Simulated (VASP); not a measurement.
Wanted: the native input for a VASP 6.6.1 run.

```yaml
Task: single point
Functional: LDA
Potentials_or_basis: VASP PAW LDA potentials, release 64 (Pb_d)
Cutoff: 520 eV
k_mesh: 11 × 11 × 11
Occupations: fermi-dirac, width 0.1 eV
Spin: no spin polarisation
Dipole_correction: no
Further_INCAR_settings: ALGO = Normal; EDIFF = 1e-06; NBANDS = 13
```

The structure of Pb lies in POSCAR:

```
Pb
1.0
    3.1027200581      0.0000000000      0.0000000000
    0.0000000000      3.1027200581      0.0000000000
    0.0000000000      0.0000000000      3.1027200581
Pb
1
Direct
    0.0000000000      0.0000000000      0.0000000000
```

This cell differs from its parent crystal: volume scaled by 0.96.

These files were run (other wordings do the same):

INCAR

```
SYSTEM = Pb
PREC = Accurate
ENCUT = 520
EDIFF = 1E-6
ISMEAR = -1
SIGMA = 0.1
LREAL = .FALSE.
LASPH = .TRUE.
NELM = 60
ALGO = Normal
ISIF = 2
LWAVE = .FALSE.
LCHARG = .TRUE.
LELF = .TRUE.
LVHAR = .TRUE.
NBANDS = 13
```

KPOINTS

```
regular mesh
0
G
  11 11 11
  0 0 0
```

Potentials or basis: VASP PAW LDA potentials, release 64 (Pb_d).

Command:

```console
$ cat potpaw_LDA.64/Pb_d/POTCAR > POTCAR
$ mpirun -np 1 vasp_std > vasp.out
```

Results of the run:

```
Pressure               : 2.5 GPa
Band gap on the k mesh : zero (band 7 reaches 12.29 eV, above the bottom of band 8 at 5.02 eV)
```

Caveat: spin-orbit coupling is left out, which moves the levels of the heavy elements.

It took 16 s on 1 thread of AMD EPYC 7R43 64-Core Processor (Zen 3), with other jobs on the host, peak memory 0.1 GiB.
